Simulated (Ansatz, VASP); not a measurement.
## One calculation of Ga, two programs

POSCAR

```
Ga
1.0
   -1.6892416463      1.6892416463      1.6892416463
    1.6892416463     -1.6892416463      1.6892416463
    1.6892416463      1.6892416463     -1.6892416463
Ga
1
Direct
    0.0000000000      0.0000000000      0.0000000000
```

INCAR.step1

```
SYSTEM = Ga
  PREC = Accurate
  ENCUT = 520
  EDIFF = 1E-5
  ISMEAR = 0
  SIGMA = 0.05
  LREAL = .False.
  LASPH = .True.
  NELM = 100
  ALGO = Normal
  ISIF = 2
  LWAVE = .True.
  LCHARG = .False.
  NBANDS = 12
  GGA = PE
```

The input INCAR.step2:

```
SYSTEM = Ga
  PREC = Accurate
  ENCUT = 520
  EDIFF = 1E-6
  ISMEAR = 0
  SIGMA = 0.05
  LREAL = .False.
  LASPH = .True.
  NELM = 100
  ALGO = Normal
  ISIF = 2
  LWAVE = .False.
  LCHARG = .False.
  GGA = PE
  LHFCALC = .True.
  HFSCREEN = 0.2079
  PRECFOCK = Normal
  NBANDS = 12
  ISTART = 1
```

Contents of KPOINTS:

```
regular mesh
0
Gamma
  8 8 8
  0 0 0
```

Input for Ansatz:

```yaml
crystal:
  lattice:
    - [-1.6892416463, 1.6892416463, 1.6892416463]
    - [1.6892416463, -1.6892416463, 1.6892416463]
    - [1.6892416463, 1.6892416463, -1.6892416463]
  atoms:
    - { symbol: Ga, position: [0.0, 0.0, 0.0] }
basis:
  ecutwfc: 600
  ecutrho_ratio: 5
kpoints:
  mp_grid: { grid: [8, 8, 8] }
hamiltonian:
  xc: hse06
scf:
  occupations: { method: gaussian, width: 0.05 }
output:
  forces: true
  stress: true
  eigenvalues: true
```

Alike in both runs: task single point; functional HSE06; k mesh 8 × 8 × 8; occupations gaussian, width 0.05 eV; no spin polarisation.

```csv
,VASP,Ansatz
version,VASP 6.6.1,Ansatz 0.2.0
potentials or method,"VASP PAW PBE potentials, release 64 (Ga_d), cutoff 520 eV","scalar-relativistic, plane waves, PAW"
valence electrons in the cell,13,13
```

```tsv
	VASP	Ansatz	Ansatz less VASP
pressure (GPa)	-0.8	-1.1	-0.28
```

Ansatz's warnings: filled band counts differ across k points, stress exchange threshold loose, stress scf threshold loose.
